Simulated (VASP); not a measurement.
# TePb (Fm-3m) in VASP: settings compared, part 2 of 2

VASP 6.6.1.

## (3) Single point, LDA, non-collinear spin, zero start, spin-orbit coupling

INCAR reads:

```
SYSTEM = TePb
ALGO = Normal
EDIFF = 1E-6
ENCUT = 500
GGA = CA
GGA_COMPAT = .False.
ISIF = 2
ISMEAR = 0
LASPH = .True.
LCHARG = .False.
LNONCOLLINEAR = .True.
LORBIT = 11
LORBMOM = .True.
LREAL = .False.
LSORBIT = .True.
LWAVE = .False.
MAGMOM = 0 0 0 0 0 0
NBANDS = 32
NELM = 200
PREC = Accurate
SIGMA = 0.03
```

KPOINTS reads:

```
k-points
0
Gamma
  10 10 10
  0 0 0
```

POSCAR reads:

```
TePb
1.0
    0.0000000000      3.2310000000      3.2310000000
    3.2310000000      0.0000000000      3.2310000000
    3.2310000000      3.2310000000      0.0000000000
Pb Te
1 1
Direct
    0.0000000000      0.0000000000      0.0000000000
    0.5000000000      0.5000000000      0.5000000000
```

Potentials or basis: VASP PAW LDA potentials, release 64 (Pb_d, Te).

On the command line:

```console
$ cat potpaw_LDA.64/Pb_d/POTCAR potpaw_LDA.64/Te/POTCAR > POTCAR
$ mpirun -np 1 vasp_ncl > vasp.out
```

OUTCAR:

```text
SYSTEM = TePb
   EDIFF = 1E-6
   ENCUT = 500
   GGA = CA
   ISIF = 2
   ISMEAR = 0
   LASPH = .True.
   LNONCOLLINEAR = .True.
   LORBIT = 11
   LREAL = .False.
   LSORBIT = .True.
   NELM = 200
   PREC = Accurate

 ion  position               nearest neighbor table
   1  0.000  0.000  0.000-   2 3.23   2 3.23   2 3.23   2 3.23   2 3.23   2 3.23
   2  0.500  0.500  0.500-   1 3.23   1 3.23   1 3.23   1 3.23   1 3.23   1 3.23

  LATTYP: Found a face centered cubic cell.
 ALAT       =     6.4620000000

  Lattice vectors:

 A1 = (   0.0000000000,   3.2310000000,   3.2310000000)
 A2 = (   3.2310000000,   0.0000000000,   3.2310000000)
 A3 = (   3.2310000000,   3.2310000000,   0.0000000000)

Analysis of symmetry for initial positions (statically):
=====================================================================
 Subroutine PRICEL returns:
 Original cell was already a primitive cell.

 Routine SETGRP: Setting up the symmetry group for a
 face centered cubic supercell.

 Subroutine GETGRP returns: Found 48 space group operations
 (whereof 48 operations were pure point group operations)
 out of a pool of 48 trial point group operations.

The static configuration has the point symmetry O_h .

Analysis of symmetry for dynamics (positions and initial velocities):
=====================================================================
 Subroutine PRICEL returns:
 Original cell was already a primitive cell.

 Routine SETGRP: Setting up the symmetry group for a
 face centered cubic supercell.

 Subroutine GETGRP returns: Found 48 space group operations
 (whereof 48 operations were pure point group operations)
 out of a pool of 48 trial point group operations.

The dynamic configuration has the point symmetry O_h .

Analysis of structural, dynamic, and magnetic symmetry:
=====================================================================
 Subroutine PRICEL returns:
 Original cell was already a primitive cell.

 Routine SETGRP: Setting up the symmetry group for a
 face centered cubic supercell.

 Subroutine GETGRP returns: Found 48 space group operations
 (whereof 48 operations were pure point group operations)
 out of a pool of 48 trial point group operations.

The overall configuration has the point symmetry O_h .

 Subroutine INISYM returns: Found 48 space group operations
 (whereof 48 operations are pure point group operations),
 and found     1 'primitive' translations

----------------------------------------------------------------------------------------

                                     Primitive cell

  volume of cell :      67.4592

  direct lattice vectors                    reciprocal lattice vectors
     0.000000000  3.231000000  3.231000000    -0.154750851  0.154750851  0.154750851
     3.231000000  0.000000000  3.231000000     0.154750851 -0.154750851  0.154750851
     3.231000000  3.231000000  0.000000000     0.154750851  0.154750851 -0.154750851

  length of vectors
     4.569324020  4.569324020  4.569324020     0.268036337  0.268036337  0.268036337

  position of ions in fractional coordinates (direct lattice)
[... 986 lines left out ...]
  --------------------------------------------------------------------------------------
  -------------------------------------------------------------------------------------
  Total       -0.7386702     -0.7386702     -0.7386702      0.0000000      0.0000000     -0.0000000
  in kB      -17.5436644    -17.5436644    -17.5436644      0.0000000      0.0000000     -0.0000000
  external PRESSURE =     -17.5436644 kB  Pullay stress =       0.0000000 kB

 VOLUME and BASIS-vectors are now :
 -----------------------------------------------------------------------------
  energy-cutoff  :      500.00
  volume of cell :       67.46
      direct lattice vectors                 reciprocal lattice vectors
     0.000000000  3.231000000  3.231000000    -0.154750851  0.154750851  0.154750851
     3.231000000  0.000000000  3.231000000     0.154750851 -0.154750851  0.154750851
     3.231000000  3.231000000  0.000000000     0.154750851  0.154750851 -0.154750851

 POSITION                                       TOTAL-FORCE (eV/Angst)
 -----------------------------------------------------------------------------------
      0.00000      0.00000      0.00000        -0.000000      0.000000     -0.000000
      3.23100      3.23100      3.23100         0.000000      0.000000      0.000000
 -----------------------------------------------------------------------------------
    total drift:                               -0.000000      0.000000      0.000000

  FREE ENERGIE OF THE ION-ELECTRON SYSTEM (eV)
  ---------------------------------------------------
  free  energy   TOTEN  =        -9.3189316932 eV

  energy  without entropy=       -9.3188855394  energy(sigma->0) =       -9.31890862

 orbital moment (x)

 # of ion     p       d       tot
 ----------------------------------------
  1         0.000   0.000   0.000
  2         0.000   0.000   0.000
 ----------------------------------------
            0.000   0.000   0.000

 orbital moment (y)

 # of ion     p       d       tot
 ----------------------------------------
  1         0.000  -0.000  -0.000
  2         0.000   0.000   0.000
 ----------------------------------------
            0.000  -0.000  -0.000

 orbital moment (z)

 # of ion     p       d       tot
 ----------------------------------------
  1         0.000  -0.000  -0.000
  2         0.000   0.000   0.000
 ----------------------------------------
            0.000  -0.000  -0.000

 Spin-Orbit-Coupling matrix elements

 Ion:    1  E_soc:     -0.9418064
 l=   1
     0.0000000    -0.0882051    -0.0882051
    -0.0882051     0.0000000    -0.0882051
    -0.0882051    -0.0882051     0.0000000
 l=   2
     0.0000000    -0.0137618     0.0000000    -0.0137618    -0.0550009
    -0.0137618     0.0000000    -0.0412507    -0.0137618    -0.0137502
     0.0000000    -0.0412507     0.0000000    -0.0412507     0.0000000
    -0.0137618    -0.0137618    -0.0412507     0.0000000    -0.0137502
    -0.0550009    -0.0137502     0.0000000    -0.0137502     0.0000000
 l=   3
     0.0000000     0.0000000     0.0000000     0.0000000     0.0000000     0.0000000     0.0000000
     0.0000000     0.0000000     0.0000000     0.0000000     0.0000000     0.0000000     0.0000000
     0.0000000     0.0000000     0.0000000     0.0000000     0.0000000     0.0000000     0.0000000
     0.0000000     0.0000000     0.0000000     0.0000000     0.0000000     0.0000000     0.0000000
     0.0000000     0.0000000     0.0000000     0.0000000     0.0000000     0.0000000     0.0000000
     0.0000000     0.0000000     0.0000000     0.0000000     0.0000000     0.0000000     0.0000000
     0.0000000     0.0000000     0.0000000     0.0000000     0.0000000     0.0000000     0.0000000

 Ion:    2  E_soc:     -0.2296024
 l=   1
     0.0000000    -0.0383151    -0.0383151
    -0.0383151     0.0000000    -0.0383151
    -0.0383151    -0.0383151     0.0000000
 l=   2
     0.0000000    -0.0000123     0.0000000    -0.0000123     0.0000604
    -0.0000123     0.0000000     0.0000453    -0.0000123     0.0000151
     0.0000000     0.0000453     0.0000000     0.0000453     0.0000000
    -0.0000123    -0.0000123     0.0000453     0.0000000     0.0000151
     0.0000604     0.0000151     0.0000000     0.0000151     0.0000000
 l=   3
     0.0000000     0.0000000     0.0000000     0.0000000     0.0000000     0.0000000     0.0000000
     0.0000000     0.0000000     0.0000000     0.0000000     0.0000000     0.0000000     0.0000000
     0.0000000     0.0000000     0.0000000     0.0000000     0.0000000     0.0000000     0.0000000
     0.0000000     0.0000000     0.0000000     0.0000000     0.0000000     0.0000000     0.0000000
     0.0000000     0.0000000     0.0000000     0.0000000     0.0000000     0.0000000     0.0000000
     0.0000000     0.0000000     0.0000000     0.0000000     0.0000000     0.0000000     0.0000000
     0.0000000     0.0000000     0.0000000     0.0000000     0.0000000     0.0000000     0.0000000

 total charge

# of ion       s       p       d       tot
------------------------------------------
    1        1.444   0.626   9.828  11.898
    2        1.387   1.979   0.020   3.386
--------------------------------------------------
tot          2.831   2.605   9.848  15.284

 magnetization (x)

# of ion       s       p       d       tot
------------------------------------------
    1        0.000   0.000  -0.000  -0.000
    2       -0.000  -0.000   0.000  -0.000
--------------------------------------------------
tot         -0.000  -0.000  -0.000  -0.000

 magnetization (y)

# of ion       s       p       d       tot
------------------------------------------
    1        0.000   0.000  -0.000   0.000
    2        0.000   0.000   0.000   0.000
--------------------------------------------------
tot          0.000   0.000  -0.000   0.000

 magnetization (z)

# of ion       s       p       d       tot
------------------------------------------
    1        0.000   0.000  -0.000   0.000
    2        0.000  -0.000   0.000  -0.000
--------------------------------------------------
tot          0.000  -0.000  -0.000  -0.000
```

OSZICAR:

```text
N       E                     dE             d eps       ncg     rms          rms(c)
DAV:   1     0.191899214239E+03    0.19190E+03   -0.85423E+03  3008   0.119E+03
DAV:   2     0.895331624276E+01   -0.18295E+03   -0.17543E+03  3152   0.341E+02
DAV:   3    -0.863548322497E+01   -0.17589E+02   -0.17217E+02  3944   0.124E+02
DAV:   4    -0.937572315529E+01   -0.74024E+00   -0.73948E+00  3696   0.277E+01
DAV:   5    -0.941348647680E+01   -0.37763E-01   -0.37762E-01  4544   0.599E+00    0.404E+00
DAV:   6    -0.932332658287E+01    0.90160E-01   -0.17914E-01  4192   0.346E+00    0.260E+00
DAV:   7    -0.931941112369E+01    0.39155E-02   -0.44350E-02  4160   0.103E+00    0.153E+00
DAV:   8    -0.931917004103E+01    0.24108E-03   -0.20401E-03  4008   0.375E-01    0.585E-01
DAV:   9    -0.931892095288E+01    0.24909E-03   -0.99289E-04  4264   0.352E-01    0.697E-02
DAV:  10    -0.931892802008E+01   -0.70672E-05   -0.11291E-04  3616   0.973E-02    0.241E-02
DAV:  11    -0.931893161171E+01   -0.35916E-05   -0.11944E-05  3968   0.357E-02    0.551E-03
DAV:  12    -0.931893169325E+01   -0.81534E-07   -0.13700E-06  2768   0.172E-02
   1 F= -.93189317E+01 E0= -.93189086E+01  d E =-.461538E-04  mag=     0.0000    -0.0000     0.0000
```

stdout:

```text
POSCAR found type information on POSCAR PbTe
 POSCAR found :  2 types and       2 ions
 scaLAPACK will be used
 LDA part: xc-table for (Slater(with rela. corr.)+CA(PZ))
 , standard interpolation
 POSCAR, INCAR and KPOINTS ok, starting setup
 FFT: planning ... GRIDC
 FFT: planning ... GRID_SOFT
 FFT: planning ... GRID
 WAVECAR not read
 entering main loop
```

Wall time 4.7 min (1 thread of Oxide Virtual Turin-like, shared host); peak memory 0.35 GiB.

Results:

- Free energy: -9.3189 eV
- Pressure: -1.8 GPa
- Net moment: 0.00 μB per cell
- Valence electrons inside the program's atomic spheres: Pb 11.90; Te 3.39

Moments on the atoms (μB; x, y, z):
```
Pb  0.00 0.00 0.00
Te  0.00 0.00 0.00
```
